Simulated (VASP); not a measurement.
Write the native input for VASP 6.6.1 that does the following.

```yaml
Task: relaxation of cell and atoms
Functional: PBE
Potentials_or_basis: VASP PAW PBE potentials, release 64 (Hf_pv, Sn_d, S)
Cutoff: 600 eV
k_mesh: 6 × 6 × 2
Occupations: gaussian, width 0.1 eV
Spin: no spin polarisation
Dipole_correction: no
Further_INCAR_settings: ALGO = Normal; EDIFF = 1e-06; IBRION = 2; EDIFFG = -0.04; NSW = 90; ISIF = 3
```

The structure of Hf2SnS3 lies in POSCAR:

```
Hf2SnS3
1.0
    4.2852247200      0.0000000000      0.0000000000
   -2.1426123600      3.7111134700      0.0000000000
    0.0000000000      0.0000000000      8.4591373400
Hf Sn S
2 1 3
Direct
    0.3333333300      0.6666666700      0.7520078400
    0.3333333300      0.6666666700      0.2479921600
    0.6666666700      0.3333333300      0.5000000000
    0.6666666700      0.3333333300      0.0000000000
    0.0000000000      0.0000000000      0.5000000000
    0.0000000000      0.0000000000      0.0000000000
```

These files were run (other wordings do the same):

INCAR

```
SYSTEM = Hf2SnS3
PREC = Accurate
ENCUT = 600
EDIFF = 1E-6
ISMEAR = 0
SIGMA = 0.1
LREAL = .FALSE.
LASPH = .TRUE.
NELM = 100
ALGO = Normal
ISIF = 3
LWAVE = .FALSE.
LCHARG = .FALSE.
GGA = PE
IBRION = 2
NSW = 90
EDIFFG = -0.04
```

KPOINTS

```
regular mesh
0
G
  6 6 2
  0 0 0
```

Potentials or basis: VASP PAW PBE potentials, release 64 (Hf_pv, Sn_d, S).

The run is started by

```sh
$ cat potpaw_PBE.64/Hf_pv/POTCAR potpaw_PBE.64/Sn_d/POTCAR potpaw_PBE.64/S/POTCAR > POTCAR
$ mpirun -np 1 vasp_std > vasp.out
```

Results of the run:

| Item | Value |
| --- | --- |
| Relaxed volume | 19.04 Å³/atom |
| Relaxed cell | a = 4.602 Å, b = 4.602 Å, c = 6.227 Å, α = 90.00°, β = 90.00°, γ = 120.00° |
| Space group after relaxing (to 0.05 Å) | P-6m2 (No. 187) |
| Energy gained by relaxing | 649.6 meV/atom |
| Ionic steps | 16 |
| Pressure after relaxing | -0.1 GPa |
| Band gap on the k mesh | zero (band 26 reaches 8.14 eV, above the bottom of band 27 at 6.87 eV) |

Caveat: the k points lie up to 0.50 Å⁻¹ apart in the final cell; the volume moved by over 15 % at a fixed basis, so the end points are rough; spin-orbit coupling is left out, which moves the levels of the heavy elements.

Run time: 14 min on 1 thread of Intel(R) Xeon(R) Platinum 8259CL CPU @ 2.50GHz (Skylake/Cascade Lake), with other jobs on the host, peak memory 0.36 GiB.
